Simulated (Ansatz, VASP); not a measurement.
Two plane-wave programs on Sc

```xyz
1
Lattice="-1.8646 1.8646 1.8646 1.8646 -1.8646 1.8646 1.8646 1.8646 -1.8646" Properties=species:S:1:pos:R:3 pbc="T T T"
Sc    0.0000    0.0000    0.0000
```

Alike in both runs: task single point; functional RPBE; k mesh 13 × 13 × 13; occupations fermi-dirac, width 0.1 eV; no spin polarisation.

|  | VASP | Ansatz |
| --- | --- | --- |
| version | VASP 6.6.1 | Ansatz 0.2.0 |
| potentials or method | VASP PAW PBE potentials, release 64 (Sc_sv), cutoff 520 eV | plane waves (420 eV) with PAW, scalar-relativistic |
| valence electrons in the cell | 11 | 11 |

|  | VASP | Ansatz | Ansatz less VASP |
| --- | --- | --- | --- |
| pressure (GPa) | 0.0 | 0.0 | -0.03 |

VASP's potentials were made for PBE, not for RPBE. The functional is the same, so the differences come from potentials, cutoffs and numerics.
